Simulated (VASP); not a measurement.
# Co (P6_3/mmc) in VASP: further runs, part 2 of 2

VASP 6.6.1. Earlier steps stand in the parts before.

## Step 5: Single point, RPBE, collinear spin, ferromagnetic start

This run uses another cell than the first one, of 10.64 Å³/atom, 0.813 times its volume.

INCAR reads:

```
SYSTEM = Co
PREC = Accurate
ENCUT = 600
EDIFF = 1E-6
ISMEAR = 0
SIGMA = 0.1
LREAL = .FALSE.
LASPH = .TRUE.
NELM = 200
ALGO = Normal
ISIF = 2
LWAVE = .FALSE.
LCHARG = .FALSE.
ISPIN = 2
MAGMOM = 1.83 1.83
LORBIT = 11
LMAXMIX = 4
GGA = RP
NBANDS = 20
GGA_COMPAT = .FALSE.
```

KPOINTS reads:

```
Automatic mesh
0
G
  3 3 2
  0 0 0
```

POSCAR reads:

```
Co
1.0
    2.4719999032      0.0000000000      0.0000000000
   -1.2359999516      2.1408147143      0.0000000000
    0.0000000000      0.0000000000      4.0211440800
Co
2
Direct
    0.3333333333      0.6666666667      0.2500000000
    0.6666666667      0.3333333333      0.7500000000
```

Potentials or basis: VASP PAW PBE potentials, release 64 (Co).

Run with:

```console
$ cat potpaw_PBE.64/Co/POTCAR > POTCAR
$ mpirun -np 1 vasp_std > vasp.out
```

OUTCAR:

```text
SYSTEM = Co
   PREC = Accurate
   ENCUT = 600
   EDIFF = 1E-6
   ISMEAR = 0
   LREAL = .FALSE.
   LASPH = .TRUE.
   NELM = 200
   ISIF = 2
   ISPIN = 2
   LORBIT = 11
   GGA = RP

 ion  position               nearest neighbor table
   1  0.333  0.667  0.250-   2 2.47   2 2.47   2 2.47   2 2.47   2 2.47   2 2.47
   2  0.667  0.333  0.750-   1 2.47   1 2.47   1 2.47   1 2.47   1 2.47   1 2.47

  LATTYP: Found a hexagonal cell.
 ALAT       =     2.4719999032
 C/A-ratio  =     1.6266764715

  Lattice vectors:

 A1 = (   2.4719999032,   0.0000000000,   0.0000000000)
 A2 = (  -1.2359999516,   2.1408147143,   0.0000000000)
 A3 = (   0.0000000000,   0.0000000000,   4.0211440800)

Analysis of symmetry for initial positions (statically):
=====================================================================
 Subroutine PRICEL returns:
 Original cell was already a primitive cell.

 Routine SETGRP: Setting up the symmetry group for a
 hexagonal supercell.

 Subroutine GETGRP returns: Found 24 space group operations
 (whereof 12 operations were pure point group operations)
 out of a pool of 24 trial point group operations.
[... 447 lines left out ...]
     19      34.3882      0.00000
     20      34.3882      0.00000

------------------------ aborting loop because EDIFF is reached ----------------------------------------

  FORCE on cell =-STRESS in cart. coord.  units (eV):
  Direction    XX          YY          ZZ          XY          YZ          ZX
  --------------------------------------------------------------------------------------
  -------------------------------------------------------------------------------------
  Total        2.4526608      2.4526608     -0.1946738      0.0000000      0.0000000     -0.0000000
  in kB      184.6591787    184.6591787    -14.6568571      0.0000000      0.0000000     -0.0000000
  external PRESSURE =     118.2205001 kB  Pullay stress =       0.0000000 kB

 VOLUME and BASIS-vectors are now :
 -----------------------------------------------------------------------------
  energy-cutoff  :      600.00
  volume of cell :       21.28
      direct lattice vectors                 reciprocal lattice vectors
     2.471999903  0.000000000  0.000000000     0.404530760  0.233555943  0.000000000
    -1.235999952  2.140814714  0.000000000     0.000000000  0.467111887  0.000000000
     0.000000000  0.000000000  4.021144080     0.000000000  0.000000000  0.248685444

 POSITION                                       TOTAL-FORCE (eV/Angst)
 -----------------------------------------------------------------------------------
     -0.00000      1.42721      1.00529         0.000000     -0.000000      0.000000
      1.23600      0.71360      3.01586        -0.000000      0.000000      0.000000
 -----------------------------------------------------------------------------------
    total drift:                                0.000000     -0.000000     -0.000000

  FREE ENERGIE OF THE ION-ELECTRON SYSTEM (eV)
  ---------------------------------------------------
  free  energy   TOTEN  =       -12.7339734426 eV

  energy  without entropy=      -12.7164034339  energy(sigma->0) =      -12.72518844

 total charge

# of ion       s       p       d       tot
------------------------------------------
    1        0.496   0.563   7.251   8.309
    2        0.496   0.563   7.251   8.309
--------------------------------------------------
tot          0.992   1.125  14.501  16.618

 magnetization (x)

# of ion       s       p       d       tot
------------------------------------------
    1       -0.022  -0.085   1.640   1.533
    2       -0.022  -0.085   1.640   1.533
--------------------------------------------------
tot         -0.044  -0.169   3.279   3.066
```

OSZICAR:

```text
N       E                     dE             d eps       ncg     rms          rms(c)
DAV:   1     0.918755746263E+02    0.91876E+02   -0.82860E+03   504   0.131E+03
DAV:   2    -0.101376209910E+02   -0.10201E+03   -0.92216E+02   484   0.231E+02
DAV:   3    -0.147039328009E+02   -0.45663E+01   -0.43524E+01   584   0.583E+01
DAV:   4    -0.147684870728E+02   -0.64554E-01   -0.64488E-01   584   0.621E+00
DAV:   5    -0.147703873692E+02   -0.19003E-02   -0.19001E-02   564   0.100E+00    0.148E+01
DAV:   6    -0.131092364366E+02    0.16612E+01   -0.69636E+00   520   0.540E+01    0.688E+00
DAV:   7    -0.127807843737E+02    0.32845E+00   -0.10514E+00   552   0.190E+01    0.400E+00
DAV:   8    -0.127456868991E+02    0.35097E-01   -0.23208E-02   676   0.235E+00    0.182E+00
DAV:   9    -0.127342636448E+02    0.11423E-01   -0.29997E-03   688   0.943E-01    0.495E-01
DAV:  10    -0.127337977712E+02    0.46587E-03   -0.26302E-03   576   0.797E-01    0.162E-01
DAV:  11    -0.127339675174E+02   -0.16975E-03   -0.20966E-04   624   0.253E-01    0.342E-02
DAV:  12    -0.127339726553E+02   -0.51379E-05   -0.13510E-05   652   0.500E-02    0.127E-02
DAV:  13    -0.127339737043E+02   -0.10490E-05   -0.15509E-06   464   0.151E-02    0.417E-03
DAV:  14    -0.127339734426E+02    0.26167E-06   -0.36100E-07   256   0.763E-03
   1 F= -.12733973E+02 E0= -.12725188E+02  d E =-.175700E-01  mag=     3.0029
```

stdout:

```text
POSCAR found type information on POSCAR Co
 POSCAR found :  1 types and       2 ions
 scaLAPACK will be used
 -----------------------------------------------------------------------------
|                                                                             |
|                                                                             |
|     You enforced a specific xc type in the INCAR file but a different       |
|     I HOPE YOU KNOW WHAT YOU ARE DOING!                                     |
|                                                                             |
 -----------------------------------------------------------------------------

 LDA part: xc-table for (Slater+PW92), standard interpolation
 POSCAR, INCAR and KPOINTS ok, starting setup
 FFT: planning ... GRIDC
 FFT: planning ... GRID_SOFT
 FFT: planning ... GRID
 WAVECAR not read
 entering main loop
```

Wall time 6.4 s (1 thread of Intel Xeon 6975P-C (Granite Rapids), shared host); peak memory 0.13 GiB.

Results:

```
Free energy                                           : -12.7340 eV
Pressure                                              : 11.8 GPa
Net moment                                            : 3.00 μB per cell
Site moments                                          : Co +1.53 μB
Valence electrons inside the program's atomic spheres : Co 8.31
```

Levels at points of the mesh, in eV from the Fermi level:
Spin up:
```csv
k point,band 8,band 9,band 10,band 11,band 12,band 13
"(0.00, 0.00, 0.00)",-1.73,-1.73,-0.63,-0.63,0.14,6.62
"(0.00, 0.00, 0.50)",-2.57,-0.96,-0.96,-0.96,-0.96,15.31
```
Spin down:
```
           k point  band 6  band 7  band 8  band 9  band 10  band 11
(0.00, 0.00, 0.00)   -0.43   -0.43   -0.17   -0.13    -0.13     1.09
(0.00, 0.00, 0.50)   -0.89   -0.89   -0.89    0.78     0.78     0.78
```

Caveat: the k points lie up to 0.98 Å⁻¹ apart; the PAW data sets were made with another functional, which shifts forces and pressure a little.

## Step 6: Single point, PBE, collinear spin, ferromagnetic start

This run uses another cell than the first one, of 10.64 Å³/atom, 0.813 times its volume.

Edit INCAR of step 5 so:

```diff
@@ -17,3 +17,3 @@
 LMAXMIX = 4
-GGA = RP
+GGA = PE
 NBANDS = 20
```

KPOINTS reads:

```
Automatic mesh
0
G
  4 4 2
  0 0 0
```

POSCAR is that of step 5.

Potentials or basis: VASP PAW PBE potentials, release 64 (Co).

Run with:

```console
$ cat potpaw_PBE.64/Co/POTCAR > POTCAR
$ mpirun -np 1 vasp_std > vasp.out
```

Run time: 7.6 s. Hardware: 1 thread of Intel Xeon 6975P-C (Granite Rapids), shared host; peak memory 0.13 GiB.

Results (log left out):

```yaml
Free_energy: -14.0327 eV
Pressure: 5.6 GPa
Net_moment: 3.38 μB per cell
Site_moments: Co +1.69 μB
Valence_electrons_inside_the_program's_atomic_spheres: Co 8.32
```

Stress tensor (GPa, compression positive):
```
4.53 0.00 0.00
0.00 4.53 0.00
0.00 0.00 7.88
```

Levels at points of the mesh, in eV from the Fermi level:
Spin up:
```tsv
k point	band 8	band 9	band 10	band 11	band 12	band 13
(0.00, 0.00, 0.00)	-1.85	-1.85	-0.74	-0.74	-0.19	6.41
(0.50, 0.00, 0.00)	-0.64	-0.51	-0.49	1.35	3.42	9.79
(0.00, 0.00, 0.50)	-2.67	-1.07	-1.07	-1.07	-1.07	15.06
(0.50, 0.00, 0.50)	-1.05	-0.55	-0.55	1.61	1.61	7.45
```
Spin down:
| k point | band 3 | band 4 | band 5 | band 6 | band 7 | band 8 | band 9 | band 10 | band 11 | band 12 |
| --- | --- | --- | --- | --- | --- | --- | --- | --- | --- | --- |
| (0.00, 0.00, 0.00) | -0.94 | -0.94 | -0.89 | -0.57 | -0.57 | -0.15 | -0.08 | -0.08 | 1.14 | 1.14 |
| (0.50, 0.00, 0.00) | -3.28 | -1.79 | -1.05 | -1.01 | -0.53 | 1.28 | 1.40 | 1.45 | 2.70 | 4.47 |
| (0.00, 0.00, 0.50) | -1.46 | -1.46 | -0.99 | -0.99 | -0.99 | -0.99 | 0.79 | 0.79 | 0.79 | 0.79 |
| (0.50, 0.00, 0.50) | -2.38 | -2.38 | 0.02 | 0.02 | 0.36 | 0.36 | 1.38 | 1.38 | 2.32 | 2.32 |

Caveat: the k points lie up to 0.78 Å⁻¹ apart.

## Step 7: Overview

| level | potentials or basis | cell | k mesh | gap on the mesh (eV) | pressure (GPa) | moment (μB) |
| --- | --- | --- | --- | --- | --- | --- |
| LDA | VASP PAW LDA potentials, release 64 (Co) | a = 2.649, b = 2.649, c = 4.308 Å, angles 90.0, 90.0, 120.0°, 2 atoms | 3 × 3 × 1 | none | -40.0 | 3.77 |
| PBE | VASP PAW PBE potentials, release 64 (Co) | a = 2.472, b = 2.472, c = 4.021 Å, angles 90.0, 90.0, 120.0°, 2 atoms | 2 × 4 × 1 | none | -1.1 | 2.89 |
| RPBE | VASP PAW PBE potentials, release 64 (Co) | a = 2.472, b = 2.472, c = 4.021 Å, angles 90.0, 90.0, 120.0°, 2 atoms | 3 × 3 × 2 | none | 11.8 | 3.00 |
| PBE | VASP PAW PBE potentials, release 64 (Co) | a = 2.472, b = 2.472, c = 4.021 Å, angles 90.0, 90.0, 120.0°, 2 atoms | 4 × 4 × 2 | none | 5.6 | 3.38 |

Alike in all rows: task single point; spin collinear, ferromagnetic start; cutoff (eV) 600; smearing gaussian 0.1 eV.

Caveats: all runs use coarse meshes; the PAW data sets were made with another functional, which shifts forces and pressure a little (some runs).

Total energies depend on the potentials used, so only differences within one code and one set of settings carry meaning.
